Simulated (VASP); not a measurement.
# Rh (Fm-3m) in VASP: a series of runs, part 2 of 2

VASP 6.6.1. Earlier steps stand in the parts before.

### 3 Single point, r2SCAN (12.89 Å³/atom)

This run uses another cell than the first one, of 12.89 Å³/atom.

File POSCAR:

```
Rh
1.0
    0.0000000000      1.8611670198      1.8611670198
    1.8611670198      0.0000000000      1.8611670198
    1.8611670198      1.8611670198      0.0000000000
Rh
1
Direct
    0.0000000000      0.0000000000      0.0000000000
```

File INCAR.step1:

```
PREC     = Accurate       # precision mode
ENCUT    = 680            # plane-wave cutoff, eV
ISMEAR   = 0              # smearing method
SIGMA    = 0.1            # smearing width, eV
LREAL    = F              # projectors in reciprocal space
LASPH    = T              # aspherical terms in the spheres
NELM     = 120            # most SCF steps
NBANDS   = 14             # bands
GGA      = PE             # functional
ALGO     = Normal         # electronic algorithm
EDIFF    = 1E-5           # SCF threshold, eV
LWAVE    = T              # write WAVECAR
LCHARG   = F              # write CHGCAR
GGA_COMPAT= F
```

File INCAR.step2:

```
PREC     = Accurate       # precision mode
ENCUT    = 680            # plane-wave cutoff, eV
EDIFF    = 1E-6           # SCF threshold, eV
ISMEAR   = 0              # smearing method
SIGMA    = 0.1            # smearing width, eV
LREAL    = F              # projectors in reciprocal space
LASPH    = T              # aspherical terms in the spheres
NELM     = 120            # most SCF steps
ALGO     = Normal         # electronic algorithm
ISIF     = 2              # what is computed and relaxed
LWAVE    = F              # write WAVECAR
LCHARG   = F              # write CHGCAR
METAGGA  = R2SCAN         # meta-GGA
LMIXTAU  = T            
NBANDS   = 14             # bands
ISTART   = 1            
GGA_COMPAT= F
```

File KPOINTS:

```
regular mesh
0
Gamma
  18 18 18
```

Potentials or basis: VASP PAW PBE potentials, release 64 (Rh_sv_GW).

Command:

```
$ cat potpaw_PBE.64/Rh_sv_GW/POTCAR > POTCAR
$ cp INCAR.step1 INCAR
$ mpirun -np 1 vasp_std > vasp.out
$ cp INCAR.step2 INCAR
$ mpirun -np 1 vasp_std > vasp.out
```

OUTCAR:

```text
PREC = Accurate
   ENCUT = 680
   EDIFF = 1E-6
   ISMEAR = 0
   LREAL = F
   LASPH = T
   NELM = 120
   ISIF = 2
   METAGGA = R2SCAN
   ISTART = 1

 ion  position               nearest neighbor table
   1  0.000  0.000  0.000-

  LATTYP: Found a face centered cubic cell.
 ALAT       =     3.7223340396

  Lattice vectors:

 A1 = (   0.0000000000,   1.8611670198,   1.8611670198)
 A2 = (   1.8611670198,   0.0000000000,   1.8611670198)
 A3 = (   1.8611670198,   1.8611670198,   0.0000000000)

Analysis of symmetry for initial positions (statically):
=====================================================================
 Subroutine PRICEL returns:
 Original cell was already a primitive cell.

 Routine SETGRP: Setting up the symmetry group for a
 face centered cubic supercell.

 Subroutine GETGRP returns: Found 48 space group operations
 (whereof 48 operations were pure point group operations)
 out of a pool of 48 trial point group operations.

The static configuration has the point symmetry O_h .

Analysis of symmetry for dynamics (positions and initial velocities):
=====================================================================
 Subroutine PRICEL returns:
 Original cell was already a primitive cell.

 Routine SETGRP: Setting up the symmetry group for a
 face centered cubic supercell.

 Subroutine GETGRP returns: Found 48 space group operations
 (whereof 48 operations were pure point group operations)
 out of a pool of 48 trial point group operations.

The dynamic configuration has the point symmetry O_h .

 Subroutine INISYM returns: Found 48 space group operations
 (whereof 48 operations are pure point group operations),
 and found     1 'primitive' translations

----------------------------------------------------------------------------------------

                                     Primitive cell

  volume of cell :      12.8940

[... 112 lines left out ...]
   LHFCALC =     F    Hartree Fock is set to
   AEXX    =    0.0000 exact exchange contribution
   IVDW    =     0    specifies the selected vdW correction
   LEPSILON=     F    determine dielectric tensor
   LRPA    =     F    only Hartree local field effects (RPA)
 non-spin polarized calculation
 Gauss-broadening in eV      SIGMA  =   0.10
  energy-cutoff  :      680.00
  volume of cell :       12.89
 maximum number of plane-waves:       534
   NGX = 11   NGY = 11   NGZ = 11

 number of electron      17.0000001 magnetization

 Free energy of the ion-electron system (eV)
  ---------------------------------------------------
  ext. energy  EPLUGINS =         0.00000000
  ---------------------------------------------------
  free energy    TOTEN  =       -23.23893287 eV

  energy without entropy =      -23.23287164  energy(sigma->0) =      -23.23590226

 E-fermi :  11.8342     XC(G=0): -15.7625

 val. band max:       11.8304910778   @ k =   0.5000   0.2222   0.1111
 cond. band min:      11.8488782656   @ k =  -0.2778   0.3333   0.1111
 fundamental gap:      0.0183871878
 Fermi energy:        11.8342235899

 k-point     1 :       0.0000    0.0000    0.0000
  band No.  band energies     occupation
      1     -69.5681      2.00000
      2     -36.0966      2.00000
      3     -36.0966      2.00000
      4     -36.0966      2.00000
      5       3.1892      2.00000
      6       8.3260      2.00000
      7       8.3260      2.00000
      8       8.3260      2.00000
      9      10.6506      2.00000
     10      10.6506      2.00000
     11      28.2009      0.00000
     12      34.2033      0.00000
     13      34.2033      0.00000
     14      34.2034      0.00000
[... 377 lines left out ...]
      1     -69.4891      2.00000
      2     -36.5660      2.00000
      3     -36.1913      2.00000
      4     -36.1489      2.00000
      5       5.1244      2.00000
      6       7.9799      2.00000
      7       8.7555      2.00000
      8       8.8103      2.00000
      9      10.4394      2.00000
     10      11.2306      2.00000
     11      28.4112      0.00000
     12      30.3346      0.00000
     13      36.3029      0.00000
     14      38.1676      0.00000

 [... further k-points ...]

------------------------ aborting loop because EDIFF is reached ----------------------------------------

  FORCE on cell =-STRESS in cart. coord.  units (eV):
  Direction    XX          YY          ZZ          XY          YZ          ZX
  --------------------------------------------------------------------------------------
  -------------------------------------------------------------------------------------
  Total        1.6617645      1.6617645      1.6617645     -0.0000000     -0.0000000      0.0000000
  in kB      206.4876240    206.4876240    206.4876240     -0.0000000     -0.0000000      0.0000000
  external PRESSURE =     206.4876240 kB  Pullay stress =       0.0000000 kB

 VOLUME and BASIS-vectors are now :
 -----------------------------------------------------------------------------
  energy-cutoff  :      680.00
  volume of cell :       12.89
      direct lattice vectors                 reciprocal lattice vectors
     0.000000000  1.861167020  1.861167020    -0.268648646  0.268648646  0.268648646
     1.861167020  0.000000000  1.861167020     0.268648646 -0.268648646  0.268648646
     1.861167020  1.861167020  0.000000000     0.268648646  0.268648646 -0.268648646

 POSITION                                       TOTAL-FORCE (eV/Angst)
 -----------------------------------------------------------------------------------
      0.00000      0.00000      0.00000         0.000000      0.000000      0.000000
 -----------------------------------------------------------------------------------
    total drift:                                0.000000     -0.000000     -0.000000

  FREE ENERGIE OF THE ION-ELECTRON SYSTEM (eV)
  ---------------------------------------------------
  free  energy   TOTEN  =       -23.2389328738 eV

  energy  without entropy=      -23.2328716414  energy(sigma->0) =      -23.23590226
```

OUTCAR.step1:

```text
PREC = Accurate
   ENCUT = 680
   ISMEAR = 0
   LREAL = F
   LASPH = T
[... 623 lines left out ...]

 POSITION                                       TOTAL-FORCE (eV/Angst)
 -----------------------------------------------------------------------------------
      0.00000      0.00000      0.00000         0.000000      0.000000      0.000000
 -----------------------------------------------------------------------------------
    total drift:                                0.000000      0.000000     -0.000000

  FREE ENERGIE OF THE ION-ELECTRON SYSTEM (eV)
  ---------------------------------------------------
  free  energy   TOTEN  =        -6.3233340454 eV

  energy  without entropy=       -6.3171974407  energy(sigma->0) =       -6.32026574
```

OSZICAR.step1:

```text
N       E                     dE             d eps       ncg     rms          rms(c)
DAV:   1     0.310053744695E+03    0.31005E+03   -0.11370E+04  5520   0.182E+03
DAV:   2     0.965932186540E+01   -0.30039E+03   -0.27467E+03  5484   0.697E+02
DAV:   3    -0.690090930591E+01   -0.16560E+02   -0.15814E+02  7940   0.167E+02
DAV:   4    -0.728194922039E+01   -0.38104E+00   -0.38088E+00  6228   0.278E+01
DAV:   5    -0.730792903904E+01   -0.25980E-01   -0.25979E-01  9146   0.693E+00    0.630E+01
DAV:   6    -0.636335480965E+01    0.94457E+00   -0.18575E+00  8550   0.322E+01    0.279E+01
DAV:   7    -0.632746335413E+01    0.35891E-01   -0.83401E-02  9156   0.438E+00    0.804E+00
DAV:   8    -0.632335650705E+01    0.41068E-02   -0.15552E-02  6728   0.348E+00    0.247E-01
DAV:   9    -0.632334552383E+01    0.10983E-04   -0.36665E-04  8748   0.444E-01    0.136E-01
DAV:  10    -0.632333254577E+01    0.12978E-04   -0.16602E-05  4990   0.687E-02    0.315E-02
DAV:  11    -0.632333404539E+01   -0.14996E-05   -0.45116E-06  3372   0.581E-02
   1 F= -.63233340E+01 E0= -.63202657E+01  d E =-.613660E-02
```

It took 2.3 min on 1 thread of Intel Xeon Platinum 8488C (Sapphire Rapids), shared host; peak memory 0.2 GiB.

What came out:

```yaml
Free_energy: -23.2389 eV
Pressure: 20.6 GPa
Band_gap_on_the_k_mesh: zero (an odd number of electrons rules out a gap without spin polarisation)
```

Caveat: the cell stands under pressure; the PAW data sets were made with another functional, which shifts forces and pressure a little.
